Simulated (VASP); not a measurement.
Wanted: the native input for a VASP 6.6.1 run.

| Quantity | Value |
| --- | --- |
| Task | relaxation of cell and atoms |
| Functional | PBEsol |
| Potentials or basis | VASP PAW PBE potentials, release 64 (Au, Cd) |
| Cutoff | 600 eV |
| k mesh | 12 × 12 × 8 |
| Occupations | gaussian, width 0.05 eV |
| Spin | no spin polarisation |
| Dipole correction | no |
| Further INCAR settings | ALGO = Normal; EDIFF = 1e-07; IBRION = 2; EDIFFG = -0.01; NSW = 80; ISIF = 3 |

The structure of CdAu lies in POSCAR:

```
CdAu
1.0
    3.0903320757      0.0000000000      0.0000000000
   -1.5451660378      2.6763060837      0.0000000000
    0.0000000000      0.0000000000      4.6012820500
Au Cd
1 1
Direct
    0.3333333333      0.6666666667      0.5000000000
    0.0000000000      0.0000000000      0.0000000000
```

These files were run (other wordings do the same):

INCAR

```
SYSTEM = CdAu
PREC = Accurate
ENCUT = 600
EDIFF = 1E-7
ISMEAR = 0
SIGMA = 0.05
LREAL = .False.
LASPH = .True.
NELM = 80
ALGO = Normal
ISIF = 3
LWAVE = .False.
LCHARG = .False.
GGA = PS
IBRION = 2
NSW = 80
EDIFFG = -0.01
```

KPOINTS

```
Automatic mesh
0
Gamma
  12 12 8
  0 0 0
```

Potentials or basis: VASP PAW PBE potentials, release 64 (Au, Cd).

The run is started by

```sh
$ cat potpaw_PBE.64/Au/POTCAR potpaw_PBE.64/Cd/POTCAR > POTCAR
$ mpirun -np 1 vasp_std > vasp.out
```

It gave:

| Quantity | Value |
| --- | --- |
| Relaxed volume | 18.35 Å³/atom |
| Relaxed cell | a = 3.041 Å, b = 3.041 Å, c = 4.583 Å, α = 90.00°, β = 90.00°, γ = 120.00° |
| Space group after relaxing (to 0.05 Å) | P-6m2 (No. 187) |
| Energy gained by relaxing | 7.3 meV/atom |
| Ionic steps | 11 |
| Pressure after relaxing | 0.0 GPa |

Caveat: the PAW data sets were made with another functional, which shifts forces and pressure a little.

It took 8.6 min on 1 thread of Oxide Virtual Turin-like Processor, with other jobs on the host, peak memory 0.21 GiB.
